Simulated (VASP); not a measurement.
# BaTiO3 in VASP: a series of runs, part 2 of 2

VASP 6.6.1. Earlier steps stand in the parts before.

**3. Single point, PBE+U (atoms displaced along a vibrational mode, the cell strained)**

Input file INCAR:

```
SYSTEM = BaTiO3
PREC = Accurate
ENCUT = 520
EDIFF = 1E-6
ISMEAR = 0
SIGMA = 0.05
LREAL = .False.
LASPH = .True.
NELM = 150
ALGO = Normal
ISIF = 2
LWAVE = .False.
LCHARG = .True.
LMAXMIX = 4
LDAU = .True.
LDAUTYPE = 2
LDAUL = -1 2 -1
LDAUU = 0 4 0
LDAUJ = 0 0 0
LDAUPRINT = 1
GGA = PE
LELF = .True.
LVHAR = .True.
NBANDS = 28
```

Input file KPOINTS:

```
regular mesh
0
Gamma
  8 8 8
  0 0 0
```

Input file POSCAR:

```
BaTiO3
1.0
    3.9281302568      0.0000000000      0.0000000000
    0.0000000000      3.9281302568      0.0000000000
    0.0000000000      0.0000000000      3.9281302568
Ba Ti O
1 1 3
Direct
    0.5004578627      0.5000000000      0.5000000000
    0.0169457659      0.0000000000      0.0000000000
    0.4724487242      0.0000000000      0.0000000000
   -0.0135391909      0.5000000000      0.0000000000
   -0.0135391909      0.0000000000      0.5000000000
```

Potentials or basis: VASP PAW PBE potentials, release 64 (Ba_sv, Ti_sv, O).

Command:

```bash
$ cat potpaw_PBE.64/Ba_sv/POTCAR potpaw_PBE.64/Ti_sv/POTCAR potpaw_PBE.64/O/POTCAR > POTCAR
$ mpirun -np 1 vasp_std > vasp.out
```

OUTCAR:

```text
SYSTEM = BaTiO3
   PREC = Accurate
   ENCUT = 520
   EDIFF = 1E-6
   ISMEAR = 0
   LREAL = .False.
   LASPH = .True.
   NELM = 150
   ISIF = 2
   GGA = PE

 ion  position               nearest neighbor table
   1  0.500  0.500  0.500-   4 2.74   5 2.74   4 2.74   5 2.74   3 2.78   3 2.78   3 2.78   3 2.78
                             4 2.82   5 2.82   4 2.82   5 2.82   2 3.36   2 3.36   2 3.36   2 3.36
   2  0.017  0.000  0.000-   3 1.79   4 1.97   5 1.97   5 1.97   4 1.97   3 2.14   1 3.36   1 3.36
                             1 3.36   1 3.36   1 3.44   1 3.44   1 3.44   1 3.44
   3  0.472  0.000  0.000-   2 1.79   2 2.14   1 2.78   1 2.78   1 2.78   1 2.78
   4  0.986  0.500  0.000-   2 1.97   2 1.97   1 2.74   1 2.74   1 2.82   1 2.82
   5  0.986  0.000  0.500-   2 1.97   2 1.97   1 2.74   1 2.74   1 2.82   1 2.82

  LATTYP: Found a simple cubic cell.
 ALAT       =     3.9281302568

  Lattice vectors:

 A1 = (   3.9281302568,   0.0000000000,   0.0000000000)
 A2 = (   0.0000000000,   3.9281302568,   0.0000000000)
 A3 = (   0.0000000000,   0.0000000000,   3.9281302568)

Analysis of symmetry for initial positions (statically):
=====================================================================
 Subroutine PRICEL returns:
 Original cell was already a primitive cell.

 Routine SETGRP: Setting up the symmetry group for a
 simple cubic supercell.

 Subroutine GETGRP returns: Found  8 space group operations
 (whereof  8 operations were pure point group operations)
 out of a pool of 48 trial point group operations.

The static configuration has the point symmetry C_4v.

Analysis of symmetry for dynamics (positions and initial velocities):
=====================================================================
 Subroutine PRICEL returns:
 Original cell was already a primitive cell.

 Routine SETGRP: Setting up the symmetry group for a
 simple cubic supercell.

 Subroutine GETGRP returns: Found  8 space group operations
 (whereof  8 operations were pure point group operations)
 out of a pool of 48 trial point group operations.

The dynamic configuration has the point symmetry C_4v.

 Subroutine INISYM returns: Found  8 space group operations
 (whereof  8 operations are pure point group operations),
 and found     1 'primitive' translations

----------------------------------------------------------------------------------------

                                     Primitive cell

  volume of cell :      60.6119

  direct lattice vectors                    reciprocal lattice vectors
     3.928130257  0.000000000  0.000000000     0.254574043  0.000000000  0.000000000
     0.000000000  3.928130257  0.000000000     0.000000000  0.254574043  0.000000000
     0.000000000  0.000000000  3.928130257     0.000000000  0.000000000  0.254574043

  length of vectors
     3.928130257  3.928130257  3.928130257     0.254574043  0.254574043  0.254574043

  position of ions in fractional coordinates (direct lattice)
     0.500457863  0.500000000  0.500000000
     0.016945766  0.000000000  0.000000000
     0.472448724  0.000000000  0.000000000
     0.986460809  0.500000000  0.000000000
     0.986460809  0.000000000  0.500000000

[... 103 lines left out ...]
   LORBIT       =      0    0 simple, 1 ext, 2 COOP (PROOUT), +10 PAW based schemes
 LDA+U is selected, type is set to LDAUTYPE =  2
   angular momentum for each species LDAUL =    -1    2   -1
   U (eV)           for each species LDAUU =   0.0  4.0  0.0
   J (eV)           for each species LDAUJ =   0.0  0.0  0.0
   GGA     = PE    functional components
   LHFCALC =     F    Hartree Fock is set to
   AEXX    =    0.0000 exact exchange contribution
   IVDW    =     0    specifies the selected vdW correction
   LEPSILON=     F    determine dielectric tensor
   LRPA    =     F    only Hartree local field effects (RPA)
 non-spin polarized calculation
 Gauss-broadening in eV      SIGMA  =   0.05
  energy-cutoff  :      520.00
  volume of cell :       60.61
 maximum number of plane-waves:      1654
 NGX is ok and might be reduce to    30
   NGX = 15   NGY = 15   NGZ = 15

atom =   2  type =  2  l = 2

 onsite density matrix

spin component  1

  0.1177  0.0000 -0.0000 -0.0000  0.0000
  0.0000  0.1027  0.0000  0.0000  0.0000
 -0.0000  0.0000  0.2508 -0.0000 -0.0123
 -0.0000  0.0000 -0.0000  0.1177 -0.0000
  0.0000  0.0000 -0.0123 -0.0000  0.2651

spin component  2

  0.1177  0.0000 -0.0000 -0.0000  0.0000
  0.0000  0.1027  0.0000  0.0000  0.0000
 -0.0000  0.0000  0.2508 -0.0000 -0.0123
 -0.0000  0.0000 -0.0000  0.1177 -0.0000
  0.0000  0.0000 -0.0123 -0.0000  0.2651

 occupancies and eigenvectors

  o =  0.1027  v =  0.0000  1.0000  0.0000  0.0000  0.0000  0.0000  0.0000  0.0000  0.0000  0.0000      0.0000  0.0000  0.0000  0.0000  0.0000  0.0000  0.0000  0.0000  0.0000  0.0000
  o =  0.1027  v =  0.0000  0.0000  0.0000  0.0000  0.0000  0.0000  1.0000  0.0000  0.0000  0.0000      0.0000  0.0000  0.0000  0.0000  0.0000  0.0000  0.0000  0.0000  0.0000  0.0000
  o =  0.1177  v =  0.0000  0.0000  0.0000  0.0000  0.0000  0.0000 -0.0000 -0.0000  1.0000  0.0000      0.0000  0.0000  0.0000  0.0000  0.0000  0.0000  0.0000  0.0000  0.0000  0.0000
  o =  0.1177  v =  0.0000 -0.0000 -0.0000  1.0000  0.0000  0.0000  0.0000  0.0000  0.0000  0.0000      0.0000  0.0000  0.0000  0.0000  0.0000  0.0000  0.0000  0.0000  0.0000  0.0000
  o =  0.1177  v =  0.0000  0.0000  0.0000  0.0000  0.0000  1.0000  0.0000  0.0000  0.0000  0.0000      0.0000  0.0000  0.0000  0.0000  0.0000  0.0000  0.0000  0.0000  0.0000  0.0000
  o =  0.1177  v =  1.0000  0.0000  0.0000  0.0000  0.0000  0.0000  0.0000  0.0000  0.0000  0.0000      0.0000  0.0000  0.0000  0.0000  0.0000  0.0000  0.0000  0.0000  0.0000  0.0000
  o =  0.2437  v =  0.0000  0.0000  0.8660 -0.0000  0.5000  0.0000  0.0000  0.0000  0.0000  0.0000      0.0000  0.0000  0.0000  0.0000  0.0000  0.0000  0.0000  0.0000  0.0000  0.0000
  o =  0.2437  v =  0.0000  0.0000  0.0000  0.0000  0.0000  0.0000  0.0000  0.8660 -0.0000  0.5000      0.0000  0.0000  0.0000  0.0000  0.0000  0.0000  0.0000  0.0000  0.0000  0.0000
  o =  0.2722  v =  0.0000  0.0000  0.0000  0.0000  0.0000  0.0000  0.0000 -0.5000  0.0000  0.8660      0.0000  0.0000  0.0000  0.0000  0.0000  0.0000  0.0000  0.0000  0.0000  0.0000
  o =  0.2722  v =  0.0000  0.0000 -0.5000  0.0000  0.8660  0.0000  0.0000  0.0000  0.0000  0.0000      0.0000  0.0000  0.0000  0.0000  0.0000  0.0000  0.0000  0.0000  0.0000  0.0000

 number of electron      39.9999995 magnetization

 Free energy of the ion-electron system (eV)
  ---------------------------------------------------
  ext. energy  EPLUGINS =         0.00000000
  ---------------------------------------------------
  free energy    TOTEN  =       -36.88148730 eV

  energy without entropy =      -36.88148730  energy(sigma->0) =      -36.88148730

 E-fermi :   4.7667     XC(G=0): -11.5544

 val. band max:        4.4807408982   @ k =   0.5000   0.5000   0.5000
 cond. band min:       6.9145749200   @ k =   0.0000   0.0000   0.0000
 fundamental gap:      2.4338340218
 Fermi energy:         4.7667110191

 k-point     1 :       0.0000    0.0000    0.0000
  band No.  band energies     occupation
      1     -52.8337      2.00000
      2     -29.1249      2.00000
      3     -29.0281      2.00000
      4     -29.0281      2.00000
      5     -20.3159      2.00000
      6     -12.6690      2.00000
[... 733 lines left out ...]
     27      12.9084      0.00000
     28      13.3565      0.00000

 [... further k-points ...]

------------------------ aborting loop because EDIFF is reached ----------------------------------------

  FORCE on cell =-STRESS in cart. coord.  units (eV):
  Direction    XX          YY          ZZ          XY          YZ          ZX
  --------------------------------------------------------------------------------------
  -------------------------------------------------------------------------------------
  Total        9.8550137      7.3903573      7.3903573      0.0000000      0.0000000      0.0000000
  in kB      260.5014677    195.3522307    195.3522307      0.0000000      0.0000000      0.0000000
  external PRESSURE =     217.0686431 kB  Pullay stress =       0.0000000 kB

 VOLUME and BASIS-vectors are now :
 -----------------------------------------------------------------------------
  energy-cutoff  :      520.00
  volume of cell :       60.61
      direct lattice vectors                 reciprocal lattice vectors
     3.928130257  0.000000000  0.000000000     0.254574043  0.000000000  0.000000000
     0.000000000  3.928130257  0.000000000     0.000000000  0.254574043  0.000000000
     0.000000000  0.000000000  3.928130257     0.000000000  0.000000000  0.254574043

 POSITION                                       TOTAL-FORCE (eV/Angst)
 -----------------------------------------------------------------------------------
      1.96586      1.96407      1.96407        -0.019300      0.000000     -0.000000
      0.06657      0.00000      0.00000        -1.726636      0.000000     -0.000000
      1.85584      0.00000      0.00000         1.914498     -0.000000      0.000000
      3.87495      1.96407      0.00000        -0.084281     -0.000000     -0.000000
      3.87495      0.00000      1.96407        -0.084281      0.000000      0.000000
 -----------------------------------------------------------------------------------
    total drift:                                0.000486      0.000000      0.000005

  FREE ENERGIE OF THE ION-ELECTRON SYSTEM (eV)
  ---------------------------------------------------
  free  energy   TOTEN  =       -36.8814873028 eV

  energy  without entropy=      -36.8814873028  energy(sigma->0) =      -36.88148730
```

Wall time 1.9 min (1 thread of Intel Xeon Platinum 8488C (Sapphire Rapids), shared host); peak memory 0.26 GiB.

What came out:

```yaml
Free_energy: -36.8815 eV
Pressure: 21.7 GPa
Largest_force: 1.914 eV/Å
Band_gap_on_the_k_mesh: 2.43 eV (least direct gap 2.77 eV)
```

Forces on the atoms (eV/Å):
```
Ba  -0.019  0.000  0.000
Ti  -1.727  0.000  0.000
O    1.914  0.000  0.000
O   -0.084  0.000  0.000
O   -0.084  0.000  0.000
```

Stress tensor (GPa, compression positive):
```
26.05  0.00  0.00
 0.00 19.54  0.00
 0.00  0.00 19.54
```

Eigenvalues of the final occupation matrices:
```tsv
site	spin	trace	eigenvalues
site 2 d	1	0.85	0.10 0.12 0.12 0.24 0.27
site 2 d	2	0.85	0.10 0.12 0.12 0.24 0.27
```

Caveat: the cell differs from its parent crystal (atoms displaced along a vibrational mode, the cell strained); the cell stands under pressure; spin-orbit coupling is left out, which moves the levels of the heavy elements; forces of over 1 eV/Å act on the atoms, so gaps and moduli don't describe the material at rest. A k mesh can miss the band edges.

**4. Single point, PBE+U (atoms displaced along a vibrational mode, the cell strained)**

Input file INCAR:

```
SYSTEM = BaTiO3
PREC = Accurate
ENCUT = 520
EDIFF = 1E-6
ISMEAR = 0
SIGMA = 0.05
LREAL = .FALSE.
LASPH = .TRUE.
NELM = 150
ALGO = Normal
ISIF = 2
LWAVE = .FALSE.
LCHARG = .FALSE.
LMAXMIX = 4
LDAU = .TRUE.
LDAUTYPE = 2
LDAUL = -1 2 -1
LDAUU = 0 4 0
LDAUJ = 0 0 0
LDAUPRINT = 1
GGA = PE
NBANDS = 28
```

Input file KPOINTS:

```
Automatic mesh
0
G
  8 8 8
  0 0 0
```

Input file POSCAR:

```
BaTiO3
1.0
    4.1295728340      0.0000000000      0.0000000000
    0.0000000000      4.1295728340      0.0000000000
    0.0000000000      0.0000000000      4.1295728340
Ba Ti O
1 1 3
Direct
    0.5001142594      0.5000000000      0.5000000000
    0.0042288083      0.0000000000      0.0000000000
    0.4931245915      0.0000000000      0.0000000000
   -0.0033786990      0.5000000000      0.0000000000
   -0.0033786990      0.0000000000      0.5000000000
```

Command:

```bash
$ cat potpaw_PBE.64/Ba_sv/POTCAR potpaw_PBE.64/Ti_sv/POTCAR potpaw_PBE.64/O/POTCAR > POTCAR
$ mpirun -np 1 vasp_std > vasp.out
```

It took 3.1 min on 1 thread of AMD EPYC 7R13, shared host; peak memory 0.25 GiB.

It converged, with:

```yaml
Free_energy: -37.2657 eV
Pressure: -7.4 GPa
Largest_force: 0.083 eV/Å
Band_gap_on_the_k_mesh: 2.00 eV (least direct gap 2.27 eV)
```

Forces in eV/Å, atoms in the order of the input:
```
Ba   0.010  0.000  0.000
Ti   0.083  0.000  0.000
O   -0.073  0.000  0.000
O   -0.010  0.000  0.000
O   -0.010  0.000  0.000
```

Stress tensor (GPa, compression positive):
```
-7.27  0.00  0.00
 0.00 -7.49  0.00
 0.00  0.00 -7.49
```

Levels at points of the mesh, in eV from the valence-band top:
| k point | band 18 | band 19 | band 20 | band 21 | band 22 | band 23 |
| --- | --- | --- | --- | --- | --- | --- |
| (0.00, 0.00, 0.00) | -0.28 | -0.27 | -0.27 | 2.00 | 2.01 | 2.01 |
| (0.50, 0.00, 0.00) | -1.65 | -0.76 | -0.76 | 2.14 | 3.35 | 3.44 |
| (0.00, 0.50, 0.00) | -1.60 | -0.79 | -0.78 | 2.16 | 3.36 | 3.44 |
| (0.50, 0.50, 0.00) | -0.92 | -0.92 | -0.09 | 3.45 | 3.45 | 3.84 |
| (0.00, 0.50, 0.50) | -0.94 | -0.94 | -0.08 | 3.45 | 3.45 | 3.84 |
| (0.50, 0.50, 0.50) | -0.01 | -0.01 | 0.00 | 4.02 | 4.02 | 4.02 |

Eigenvalues of the final occupation matrices:
```csv
site,spin,trace,eigenvalues
site 2 d,1,0.74,0.10 0.10 0.10 0.22 0.22
site 2 d,2,0.74,0.10 0.10 0.10 0.22 0.22
```

Caveat: the cell differs from its parent crystal (atoms displaced along a vibrational mode, the cell strained); the cell stands under tension; spin-orbit coupling is left out, which moves the levels of the heavy elements. A k mesh can miss the band edges.

**5. Summary**

| cell | gap on the mesh (eV) | pressure (GPa) | largest force (eV/Å) |
| --- | --- | --- | --- |
| a = 4.130 Å, 5 atoms, atomic positions A | 1.99 | -7.5 | - |
| a = 3.928 Å, 5 atoms, atomic positions B | 2.43 | 21.7 | 1.91 |
| a = 4.130 Å, 5 atoms, atomic positions C | 2.00 | -7.4 | 0.08 |

Alike in all rows: task single point; level PBE+U; potentials or basis VASP PAW PBE potentials, release 64 (Ba_sv, Ti_sv, O); no spin polarisation; Ti d U = 4.0 eV; k mesh 8 × 8 × 8; cutoff (eV) 520; smearing gaussian 0.05 eV.

Caveats: spin-orbit coupling is left out, which moves the levels of the heavy elements; the cell stands under tension (at least some runs); the cell stands under pressure (at least some runs); forces of over 1 eV/Å act on the atoms, so gaps and moduli don't describe the material at rest (at least some runs).

Total energies depend on the potentials used, so only differences within one code and one set of settings carry meaning.
